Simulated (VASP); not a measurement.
Ta:

```
CELL_PARAMETERS angstrom
-1.65128 1.65128 1.65128
1.65128 -1.65128 1.65128
1.65128 1.65128 -1.65128
ATOMIC_POSITIONS crystal
Ta 0.00000 0.00000 0.00000
```

```yaml
Program: VASP 6.6.1
Task: relaxation of cell and atoms
Functional: revPBE
Potentials_or_basis: VASP PAW PBE potentials, release 64 (Ta_pv)
Cutoff: 600 eV
k_mesh: 11 × 11 × 11
Occupations: fermi-dirac, width 0.05 eV
Spin: no spin polarisation
```

At the start: pressure 5.2 GPa; volume 18.01 Å³/atom.

Problem. Where does the relaxation end?

Solution. Over 3 steps the energy falls by 7.6 meV/atom and the volume is 18.50 Å³/atom (+2.7 %); space group Im-3m (No. 229, to 0.05 Å).

The path:
```tsv
step	energy change (eV)	largest force (eV/Å)	pressure (GPa)	volume (Å³)
1	0.0000	0.0000	5.23	18.01
2	0.0273	0.0000	-9.74	19.59
3	-0.0076	0.0000	-0.08	18.50
```

Final structure:
```yaml
crystal:
  lattice:
    - [-1.66611, 1.66611, 1.66611]
    - [1.66611, -1.66611, 1.66611]
    - [1.66611, 1.66611, -1.66611]
  atoms:
    - { symbol: Ta, position: [0.00000, 0.00000, 0.00000] }
```

Caveat: the PAW data sets were made with another functional, which shifts forces and pressure a little.
